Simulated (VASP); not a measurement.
Input of a VASP 6.6.1 run:

File INCAR:

```
  ALGO = Normal
  EDIFF = 1E-6
  ENCUT = 520
  GGA = CA
  ISIF = 2
  ISMEAR = -1
  LASPH = T
  LCHARG = T
  LELF = T
  LREAL = F
  LVHAR = T
  LWAVE = F
  NBANDS = 23
  NELM = 60
  PREC = Accurate
  SIGMA = 0.08
```

File KPOINTS:

```
k-points
0
Gamma
  11 11 8
```

Contents of POSCAR:

```
SbPt
1.0
    4.1022789289      0.0000000000      0.0000000000
   -2.0511394644      3.5526777658      0.0000000000
    0.0000000000      0.0000000000      5.4352740612
Sb Pt
2 2
Direct
    0.3333333333      0.6666666667      0.2500000000
    0.6666666667      0.3333333333      0.7500000000
    0.0000000000      0.0000000000      0.0000000000
    0.0000000000      0.0000000000      0.5000000000
```

Potentials or basis: VASP PAW LDA potentials, release 64 (Sb, Pt).

Command:

```bash
$ cat potpaw_LDA.64/Sb/POTCAR potpaw_LDA.64/Pt/POTCAR > POTCAR
$ mpirun -np 1 vasp_std > vasp.out
```

(1) What does it give for the pressure?

(2) Estimate the band gap on the k mesh.

Results:

(1) 3.4 GPa.

(2) zero (band 15 reaches 12.85 eV, above the bottom of band 16 at 8.79 eV).

Caveat: spin-orbit coupling is left out, which moves the levels of the heavy elements.
